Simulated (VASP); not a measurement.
# C (Fd-3m) in VASP: notebook

C is run at these levels: r2SCAN+rVV10; tasks: single point.

All numbers are computed with VASP 6.6.1; they aren't measurements. Logs are shortened: lines on timing, memory, paths and dates and some standing lists are left out, and cuts for length are marked.

**1. The cell of the first run**

The structure is cubic, space group Fd-3m (No. 227). The conventional cell has a = 3.590 Å, b = 3.590 Å, c = 3.590 Å, α = 90.00°, β = 90.00°, γ = 90.00°. Within 2.1 Å of C (site symmetry -43m) lie 4 C at 1.55 Å.

**2. Single point, r2SCAN+rVV10**

The input, POSCAR:

```
C
1.0
    0.0000000000      1.7951807415      1.7951807415
    1.7951807415      0.0000000000      1.7951807415
    1.7951807415      1.7951807415      0.0000000000
C
2
Direct
    0.7500000000      0.7500000000      0.7500000000
    0.5000000000      0.5000000000      0.5000000000
```

The input, INCAR.step1:

```
PREC     = Accurate       # precision mode
ENCUT    = 520            # plane-wave cutoff, eV
ISMEAR   = -1             # smearing method
SIGMA    = 0.05           # smearing width, eV
LREAL    = F              # projectors in reciprocal space
LASPH    = T              # aspherical terms in the spheres
NELM     = 60             # most SCF steps
NBANDS   = 11             # bands
GGA      = PE             # functional
ALGO     = Normal         # electronic algorithm
EDIFF    = 1E-4           # SCF threshold, eV
LWAVE    = T              # write WAVECAR
LCHARG   = F              # write CHGCAR
```

The input, INCAR.step2:

```
PREC     = Accurate       # precision mode
ENCUT    = 520            # plane-wave cutoff, eV
EDIFF    = 1E-7           # SCF threshold, eV
ISMEAR   = -1             # smearing method
SIGMA    = 0.05           # smearing width, eV
LREAL    = F              # projectors in reciprocal space
LASPH    = T              # aspherical terms in the spheres
NELM     = 60             # most SCF steps
ALGO     = Normal         # electronic algorithm
ISIF     = 2              # what is computed and relaxed
LWAVE    = F              # write WAVECAR
LCHARG   = F              # write CHGCAR
METAGGA  = R2SCAN         # meta-GGA
LMIXTAU  = T            
LUSE_VDW = T            
IVDW_NL  = 2            
BPARAM   = 11.95        
CPARAM   = 0.0093       
NBANDS   = 11             # bands
ISTART   = 1
```

The input, KPOINTS:

```
Automatic mesh
0
Gamma
  13 13 13
```

Potentials or basis: VASP PAW PBE potentials, release 64 (C).

The run is started by

```
> cat potpaw_PBE.64/C/POTCAR > POTCAR
> cp INCAR.step1 INCAR
> mpirun -np 1 vasp_std > vasp.out
> cp INCAR.step2 INCAR
> mpirun -np 1 vasp_std > vasp.out
```

OUTCAR:

```text
PREC = Accurate
   ENCUT = 520
   EDIFF = 1E-7
   ISMEAR = -1
   LREAL = F
   LASPH = T
   NELM = 60
   ISIF = 2
   METAGGA = R2SCAN
   IVDW_NL = 2
   BPARAM = 11.95
   ISTART = 1

 ion  position               nearest neighbor table
   1  0.750  0.750  0.750-   2 1.55   2 1.55   2 1.55   2 1.55
   2  0.500  0.500  0.500-   1 1.55   1 1.55   1 1.55   1 1.55

  LATTYP: Found a face centered cubic cell.
 ALAT       =     3.5903614830

  Lattice vectors:

 A1 = (   0.0000000000,   1.7951807415,   1.7951807415)
 A2 = (   1.7951807415,   0.0000000000,   1.7951807415)
 A3 = (   1.7951807415,   1.7951807415,   0.0000000000)

Analysis of symmetry for initial positions (statically):
=====================================================================
 Subroutine PRICEL returns:
 Original cell was already a primitive cell.

 Routine SETGRP: Setting up the symmetry group for a
 face centered cubic supercell.

 Subroutine GETGRP returns: Found 48 space group operations
 (whereof 24 operations were pure point group operations)
 out of a pool of 48 trial point group operations.

The static configuration has the point symmetry T_d .
 The point group associated with its full space group is O_h .

Analysis of symmetry for dynamics (positions and initial velocities):
=====================================================================
 Subroutine PRICEL returns:
 Original cell was already a primitive cell.

 Routine SETGRP: Setting up the symmetry group for a
 face centered cubic supercell.

 Subroutine GETGRP returns: Found 48 space group operations
 (whereof 24 operations were pure point group operations)
 out of a pool of 48 trial point group operations.

The dynamic configuration has the point symmetry T_d .
 The point group associated with its full space group is O_h .

 Subroutine INISYM returns: Found 48 space group operations
 (whereof 24 operations are pure point group operations),
 and found     1 'primitive' translations

----------------------------------------------------------------------------------------

                                     Primitive cell

  volume of cell :      11.5706

  direct lattice vectors                    reciprocal lattice vectors
     0.000000000  1.795180742  1.795180742    -0.278523487  0.278523487  0.278523487
     1.795180742  0.000000000  1.795180742     0.278523487 -0.278523487  0.278523487
     1.795180742  1.795180742  0.000000000     0.278523487  0.278523487 -0.278523487

  length of vectors
     2.538768952  2.538768952  2.538768952     0.482416831  0.482416831  0.482416831

  position of ions in fractional coordinates (direct lattice)
     0.750000000  0.750000000  0.750000000
     0.500000000  0.500000000  0.500000000

  ion indices of the primitive-cell ions
   primitive index   ion index
                 1           1
                 2           2

----------------------------------------------------------------------------------------

 KPOINTS: Automatic mesh

Automatic generation of k-mesh.
 Grid dimensions read from file:
 generate k-points for:   13   13   13

 Generating k-lattice:

  Cartesian coordinates                     Fractional coordinates (reciprocal lattice)
    -0.021424884  0.021424884  0.021424884     0.076923077  0.000000000  0.000000000
     0.021424884 -0.021424884  0.021424884     0.000000000  0.076923077  0.000000000
     0.021424884  0.021424884 -0.021424884     0.000000000  0.000000000  0.076923077

  Length of vectors
     0.037108987  0.037108987  0.037108987

  Shift w.r.t. Gamma in fractional coordinates (k-lattice)
     0.000000000  0.000000000  0.000000000

 Subroutine IBZKPT returns following result:
 ===========================================

 Found     84 irreducible k-points:

 Following reciprocal coordinates:
            Coordinates               Weight
  0.000000  0.000000  0.000000      1.000000
  0.076923  0.000000  0.000000      8.000000
  0.153846  0.000000  0.000000      8.000000
  0.230769  0.000000  0.000000      8.000000
  0.307692  0.000000  0.000000      8.000000
  0.384615  0.000000  0.000000      8.000000
[... 16 lines left out ...]
  0.384615  0.153846  0.000000     24.000000
  0.461538  0.153846  0.000000     24.000000
 [... further k-points ...]
   k-points           NKPTS =     84   k-points in BZ     NKDIM =     84   number of bands    NBANDS=     11
   number of dos      NEDOS =    301   number of ions     NIONS =      2
   total plane-waves  NPLWV =   8000
   dimension x,y,z NGX =    20 NGY =   20 NGZ =   20
   dimension x,y,z NGXF=    40 NGYF=   40 NGZF=   40
   ions per type =               2
   NGX,Y,Z   is equivalent  to a cutoff of  13.10, 13.10, 13.10 a.u.
   NGXF,Y,Z  is equivalent  to a cutoff of  26.19, 26.19, 26.19 a.u.
 SYSTEM =  unknown system
   PREC   = accura    normal or accurate (medium, high low for compatibility)
   ISTART =      1    job   : 0-new  1-cont  2-samecut
   ICHARG =      0    charge: 1-file 2-atom 10-const
   ISPIN  =      1    spin polarized calculation?
   LNONCOLLINEAR =      F non collinear calculations
   LSORBIT =      F    spin-orbit coupling
   LASPH  =      T    aspherical Exc in radial PAW
   ENCUT  =  520.0 eV  38.22 Ry    6.18 a.u.   4.72  4.72  4.72*2*pi/ulx,y,z
   NELM   =     60;   NELMIN=  2; NELMDL=  0     # of ELM steps
   EDIFF  = 0.1E-06   stopping-criterion for ELM
   LREAL  =      F    real-space projection
   EDIFFG = 0.1E-05   stopping-criterion for IOM
   NSW    =      0    number of steps for IOM
   IBRION =     -1    ionic relax: 0-MD 1-quasi-New 2-CG
   NFREE  =      0    steps in history (QN), initial steepest desc. (CG)
   ISIF   =      2    stress and relaxation
   ISYM   =      2    0-nonsym 1-usesym 2-fastsym
   POTIM  = 0.5000    time-step for ionic-motion
   TEBEG  =    0.0;   TEEND  =   0.0 temperature during run
   PSTRESS=    0.0 pullay stress
   NELECT =       8.0000    total number of electrons
   NUPDOWN=      -1.0000    fix difference up-down
   EMIN   =  10.00;   EMAX   =-10.00  energy-range for DOS
   EFERMI =   0.00;   METHOD = LEGACY
   ISMEAR =    -1;   SIGMA  =   0.05  broadening in eV -4-tet -1-fermi 0-gaus
   EFERMI_NEDOS =   21; number of points for ismear=-14 and -15
   IALGO  =     38    algorithm
   IMIX   =      4    mixing-type and parameters
     AMIX     =   0.40;   BMIX     =  1.00
     AMIX_MAG =   1.60;   BMIX_MAG =  1.00
  volume/ion in A,a.u.               =       5.79        39.04
  Fermi-wavevector in a.u.,A,eV,Ry     =   1.447616  2.735597 28.512253  2.095592
  Thomas-Fermi vector in A             =   2.565550
   LORBIT       =      0    0 simple, 1 ext, 2 COOP (PROOUT), +10 PAW based schemes
   METAGGA = R2SCAN    functional components
   LHFCALC =     F    Hartree Fock is set to
   AEXX    =    0.0000 exact exchange contribution
   IVDW_NL    =     2    kernel type
   BPARAM     =11.9500
   IVDW    =     0    specifies the selected vdW correction
   LEPSILON=     F    determine dielectric tensor
   LRPA    =     F    only Hartree local field effects (RPA)
 non-spin polarized calculation
  energy-cutoff  :      520.00
  volume of cell :       11.57
 maximum number of plane-waves:       331
   NGX =  9   NGY =  9   NGZ =  9

 number of electron       8.0000000 magnetization

 Free energy of the ion-electron system (eV)
  ---------------------------------------------------
  ext. energy  EPLUGINS =         0.00000000
  ---------------------------------------------------
  free energy    TOTEN  =       -19.57199885 eV

  energy without entropy =      -19.57199885  energy(sigma->0) =      -19.57199885

 E-fermi :  10.3799     XC(G=0): -14.1824

 val. band max:        9.4334863341   @ k =   0.0000   0.0000   0.0000
 cond. band min:      13.6945793522   @ k =   0.3846   0.3846   0.0000
 fundamental gap:      4.2610930181
 Fermi energy:        10.3798837016

 k-point     1 :       0.0000    0.0000    0.0000
  band No.  band energies     occupation
      1     -13.0062      2.00000
      2       9.4335      2.00000
      3       9.4335      2.00000
      4       9.4335      2.00000
      5      15.2077      0.00000
      6      15.2077      0.00000
      7      15.2077      0.00000
      8      22.7720      0.00000
      9      29.4711      0.00000
     10      36.5893      0.00000
     11      36.5893      0.00000

 k-point     2 :       0.0769    0.0000    0.0000
  band No.  band energies     occupation
      1     -12.8371      2.00000
      2       8.3047      2.00000
      3       9.1416      2.00000
      4       9.1416      2.00000
      5      15.5903      0.00000
      6      15.5903      0.00000
      7      15.8614      0.00000
      8      22.9585      0.00000
      9      29.7682      0.00000
     10      34.7185      0.00000
     11      34.7185      0.00000

 k-point     3 :       0.1538    0.0000    0.0000
  band No.  band energies     occupation
      1     -12.3319      2.00000
      2       5.9193      2.00000
      3       8.4841      2.00000
      4       8.4841      2.00000
      5      16.4568      0.00000
      6      16.4568      0.00000
      7      16.8844      0.00000
      8      23.5035      0.00000
      9      30.4306      0.00000
     10      33.1098      0.00000
     11      33.1098      0.00000

 k-point     4 :       0.2308    0.0000    0.0000
  band No.  band energies     occupation
      1     -11.4973      2.00000
      2       3.2020      2.00000
      3       7.7730      2.00000
      4       7.7730      2.00000
      5      17.3320      0.00000
      6      17.3320      0.00000
      7      17.5886      0.00000
      8      24.2954      0.00000
      9      30.9171      0.00000
     10      32.5003      0.00000
     11      32.5003      0.00000

 k-point     5 :       0.3077    0.0000    0.0000
  band No.  band energies     occupation
      1     -10.3498      2.00000
      2       0.4985      2.00000
      3       7.1723      2.00000
      4       7.1723      2.00000
      5      17.9087      0.00000
      6      17.9087      0.00000
      7      17.9773      0.00000
      8      25.0924      0.00000
      9      31.1155      0.00000
     10      33.0148      0.00000
     11      33.0148      0.00000
[... 211 lines left out ...]
 k-point    21 :       0.2308    0.1538    0.0000
  band No.  band energies     occupation
      1     -11.4945      2.00000
      2       4.9975      2.00000
      3       6.2758      2.00000
      4       6.9641      2.00000
      5      14.8087      0.00000
      6      19.4512      0.00000
      7      19.5280      0.00000
      8      22.0570      0.00000
      9      29.8893      0.00000
     10      31.5909      0.00000
     11      37.1395      0.00000

 k-point    22 :       0.3077    0.1538    0.0000
  band No.  band energies     occupation
      1     -10.5589      2.00000
      2       2.5123      2.00000
      3       5.7203      2.00000
      4       6.2897      2.00000
      5      15.5875      0.00000
      6      20.0870      0.00000
      7      20.2984      0.00000
      8      21.9283      0.00000
      9      30.6774      0.00000
     10      31.9339      0.00000
     11      36.8336      0.00000

 k-point    23 :       0.3846    0.1538    0.0000
  band No.  band energies     occupation
      1      -9.3242      2.00000
      2       0.0059      2.00000
      3       5.4120      2.00000
      4       5.4939      2.00000
      5      16.3019      0.00000
      6      20.4130      0.00000
      7      20.5719      0.00000
      8      22.5763      0.00000
      9      31.5700      0.00000
     10      32.1586      0.00000
     11      37.2874      0.00000

 k-point    24 :       0.4615    0.1538    0.0000
  band No.  band energies     occupation
      1      -7.8659      2.00000
      2      -2.2959      2.00000
      3       4.7739      2.00000
      4       5.3698      2.00000
      5      16.7524      0.00000
      6      20.4340      0.00000
      7      20.5488      0.00000
      8      23.9312      0.00000
      9      30.9394      0.00000
     10      33.6166      0.00000
     11      37.4559      0.00000

 [... further k-points ...]

------------------------ aborting loop because EDIFF is reached ----------------------------------------

  FORCE on cell =-STRESS in cart. coord.  units (eV):
  Direction    XX          YY          ZZ          XY          YZ          ZX
  --------------------------------------------------------------------------------------
  -------------------------------------------------------------------------------------
  Total       -0.7753729     -0.7753729     -0.7753729     -0.0000000      0.0000000      0.0000000
  in kB     -107.3659699   -107.3659699   -107.3659699     -0.0000000      0.0000000      0.0000000
  external PRESSURE =    -107.3659699 kB  Pullay stress =       0.0000000 kB

 VOLUME and BASIS-vectors are now :
 -----------------------------------------------------------------------------
  energy-cutoff  :      520.00
  volume of cell :       11.57
      direct lattice vectors                 reciprocal lattice vectors
     0.000000000  1.795180742  1.795180742    -0.278523487  0.278523487  0.278523487
     1.795180742  0.000000000  1.795180742     0.278523487 -0.278523487  0.278523487
     1.795180742  1.795180742  0.000000000     0.278523487  0.278523487 -0.278523487

 POSITION                                       TOTAL-FORCE (eV/Angst)
 -----------------------------------------------------------------------------------
      2.69277      2.69277      2.69277         0.000000     -0.000000     -0.000000
      1.79518      1.79518      1.79518         0.000000      0.000000      0.000000
 -----------------------------------------------------------------------------------
    total drift:                                0.000000     -0.000000      0.000000

  FREE ENERGIE OF THE ION-ELECTRON SYSTEM (eV)
  ---------------------------------------------------
  free  energy   TOTEN  =       -19.5719988527 eV

  energy  without entropy=      -19.5719988527  energy(sigma->0) =      -19.57199885
```

Wall time 37 s (1 thread of Intel Xeon 6975P-C (Granite Rapids), shared host); peak memory 0.17 GiB.

What came out:

```
Free energy            : -19.5720 eV
Pressure               : -10.7 GPa
Band gap on the k mesh : 4.26 eV, indirect (least direct gap 5.77 eV)
```

Caveat: the PAW data sets were made with another functional, which shifts forces and pressure a little. A k mesh can miss the band edges.

**3. Single point, r2SCAN+rVV10**

This run uses another cell than the first one, of 5.90 Å³/atom, 1.020 times its volume.

The input, POSCAR:

```
C
1.0
    0.0000000000      1.8068380860      1.8068380860
    1.8068380860      0.0000000000      1.8068380860
    1.8068380860      1.8068380860      0.0000000000
C
2
Direct
    0.7500000000      0.7500000000      0.7500000000
    0.5000000000      0.5000000000      0.5000000000
```

The input, INCAR.step1:

```
  PREC = Accurate
  ENCUT = 520
  ISMEAR = -1
  SIGMA = 0.05
  LREAL = False
  LASPH = True
  NELM = 100
  NBANDS = 11
  GGA = PE
  ALGO = Normal
  EDIFF = 1E-4
  LWAVE = True
  LCHARG = False
```

The input, INCAR.step2:

```
  PREC = Accurate
  ENCUT = 520
  EDIFF = 1E-6
  ISMEAR = -1
  SIGMA = 0.05
  LREAL = False
  LASPH = True
  NELM = 100
  ALGO = Normal
  ISIF = 2
  LWAVE = False
  LCHARG = False
  METAGGA = R2SCAN
  LMIXTAU = True
  LUSE_VDW = True
  IVDW_NL = 2
  BPARAM = 11.95
  CPARAM = 0.0093
  NBANDS = 11
  ISTART = 1
```

The input, KPOINTS:

```
regular mesh
0
Gamma
  13 13 13
```

Potentials or basis: VASP PAW PBE potentials, release 64 (C).

The run is started by

```
> cat potpaw_PBE.64/C/POTCAR > POTCAR
> cp INCAR.step1 INCAR
> mpirun -np 1 vasp_std > vasp.out
> cp INCAR.step2 INCAR
> mpirun -np 1 vasp_std > vasp.out
```

Wall time 28 s (1 thread of Intel Xeon 6975P-C (Granite Rapids), shared host); peak memory 0.17 GiB.

The run converged. Its results:

| Property | Result |
| --- | --- |
| Free energy | -19.5516 eV |
| Pressure | -18.5 GPa |
| Band gap on the k mesh | 4.22 eV, indirect (least direct gap 5.72 eV) |

Levels at points of the mesh, in eV from the valence-band top:
```
           k point  band 2  band 3  band 4  band 5  band 6  band 7
(0.00, 0.00, 0.00)    0.00    0.00    0.00    5.72    5.72    5.72
```

Caveat: the PAW data sets were made with another functional, which shifts forces and pressure a little.
